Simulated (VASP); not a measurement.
A run of VASP 6.6.1:

INCAR

```
SYSTEM = Ta
PREC = Accurate
ENCUT = 520
EDIFF = 1E-7
ISMEAR = 1
SIGMA = 0.02
LREAL = .FALSE.
LASPH = .TRUE.
NELM = 60
ALGO = Normal
ISIF = 2
LWAVE = .FALSE.
LCHARG = .FALSE.
NBANDS = 12
```

The input KPOINTS:

```
regular mesh
0
G
  20 20 20
  0 0 0
```

File POSCAR:

```
Ta
1.0
   -1.6265108000      1.6265108000      1.6512800000
    1.6265108000     -1.6265108000      1.6512800000
    1.6265108000      1.6265108000     -1.6512800000
Ta
1
Direct
    0.0000000000      0.0000000000      0.0000000000
```

Potentials or basis: VASP PAW LDA potentials, release 64 (Ta_pv).

Command:

```sh
$ cat potpaw_LDA.64/Ta_pv/POTCAR > POTCAR
$ mpirun -np 1 vasp_std > vasp.out
```

Hardware: 1 thread of Intel(R) Xeon(R) Platinum 8375C CPU @ 2.90GHz (Ice Lake), with other jobs on the host.

Question: Estimate the wall time of this run.

Answer: It took 54 s on 1 thread of Intel(R) Xeon(R) Platinum 8375C CPU @ 2.90GHz (Ice Lake), with other jobs on the host, peak memory 0.24 GiB. Counts: scf iterations 11, k points 641.
